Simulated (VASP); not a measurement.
Here is a VASP 6.6.1 calculation.

The input POSCAR:

```
RbCl
1.0
    0.0000000000      3.3057264191      3.3057264191
    3.3057264191      0.0000000000      3.3057264191
    3.3057264191      3.3057264191      0.0000000000
Rb Cl
1 1
Direct
    0.0000000000      0.0000000000      0.0000000000
    0.5000000000      0.5000000000      0.5000000000
```

Contents of INCAR.step1:

```
ALGO = Normal
EDIFF = 1E-5
ENCUT = 550
GGA = PE
GGA_COMPAT = False
ISMEAR = 0
LASPH = True
LCHARG = False
LREAL = False
LWAVE = True
NBANDS = 15
NELM = 120
PREC = Accurate
SIGMA = 0.01
```

File INCAR.step2:

```
ALGO = Normal
EDIFF = 1E-6
ENCUT = 550
GGA_COMPAT = False
ISIF = 2
ISMEAR = 0
ISTART = 1
LASPH = True
LCHARG = True
LELF = True
LMIXTAU = True
LREAL = False
LVHAR = True
LWAVE = False
METAGGA = R2SCAN
NBANDS = 15
NELM = 120
PREC = Accurate
SIGMA = 0.01
```

Contents of KPOINTS:

```
k-points
0
Gamma
  4 4 4
```

Potentials or basis: VASP PAW PBE potentials, release 64 (Rb_sv, Cl).

Command:

```sh
$ cat potpaw_PBE.64/Rb_sv/POTCAR potpaw_PBE.64/Cl/POTCAR > POTCAR
$ cp INCAR.step1 INCAR
$ mpirun -np 1 vasp_std > vasp.out
$ cp INCAR.step2 INCAR
$ mpirun -np 1 vasp_std > vasp.out
```

(1) Predict the band gap on the k mesh.

(2) Estimate the pressure.

## Answers

(1) 5.56 eV.

(2) 0.0 GPa.

Caveat: the PAW data sets were made with another functional, which shifts forces and pressure a little.
